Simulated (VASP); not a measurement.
Input of a VASP 6.6.1 run:

File POSCAR:

```
AlN
1.0
    0.0000000000      2.0188684454      2.0188684454
    2.0188684454      0.0000000000      2.0188684454
    2.0188684454      2.0188684454      0.0000000000
Al N
1 1
Direct
    0.0000000000      0.0000000000      0.0000000000
    0.5000000000      0.5000000000      0.5000000000
```

INCAR.step1

```
PREC = Accurate
ENCUT = 520
EDIFF = 1E-5
ISMEAR = 0
SIGMA = 0.2
LREAL = False
LASPH = True
NELM = 80
ALGO = Normal
ISIF = 2
LWAVE = True
LCHARG = False
NBANDS = 11
GGA = PE
```

File INCAR.step2:

```
PREC = Accurate
ENCUT = 520
EDIFF = 1E-6
ISMEAR = 0
SIGMA = 0.2
LREAL = False
LASPH = True
NELM = 80
ALGO = Normal
ISIF = 2
LWAVE = False
LCHARG = False
GGA = PE
LHFCALC = True
HFSCREEN = 0.2079
PRECFOCK = Normal
NBANDS = 11
ISTART = 1
```

KPOINTS

```
Automatic mesh
0
Gamma
  6 6 6
```

Potentials or basis: VASP PAW PBE potentials, release 64 (Al, N).

Run with:

```sh
$ cat potpaw_PBE.64/Al/POTCAR potpaw_PBE.64/N/POTCAR > POTCAR
$ cp INCAR.step1 INCAR
$ mpirun -np 1 vasp_std > vasp.out
$ cp INCAR.step2 INCAR
$ mpirun -np 1 vasp_std > vasp.out
```

Q: Predict the band gap on the k mesh.

A: 6.01 eV, indirect (least direct gap 7.26 eV).

Q: Predict the pressure.

A: -1.5 GPa.

Caveat: the k points lie up to 0.45 Å⁻¹ apart; the PAW data sets were made with another functional, which shifts forces and pressure a little. A k mesh can miss the band edges.
